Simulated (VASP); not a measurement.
A run of VASP 6.6.1 is set up as follows.

File INCAR:

```
  PREC = Accurate
  ENCUT = 520
  EDIFF = 1E-7
  ISMEAR = -1
  SIGMA = 0.1
  LREAL = F
  LASPH = T
  NELM = 60
  ALGO = Normal
  ISIF = 2
  LWAVE = F
  LCHARG = T
  GGA = RP
  LELF = T
  LVHAR = T
  NBANDS = 8
```

The input KPOINTS:

```
Automatic mesh
0
Gamma
  14 14 14
```

POSCAR

```
P
1.0
    2.3538034675      0.0000000000      0.0000000000
    0.0000000000      2.3538034675      0.0000000000
    0.0000000000      0.0000000000      2.3538034675
P
1
Direct
    0.0000000000      0.0000000000      0.0000000000
```

Potentials or basis: VASP PAW PBE potentials, release 64 (P).

Command:

```sh
$ cat potpaw_PBE.64/P/POTCAR > POTCAR
$ mpirun -np 1 vasp_std > vasp.out
```

Problem. Estimate the pressure.

Solution. 18.5 GPa.

Caveat: the PAW data sets were made with another functional, which shifts forces and pressure a little.
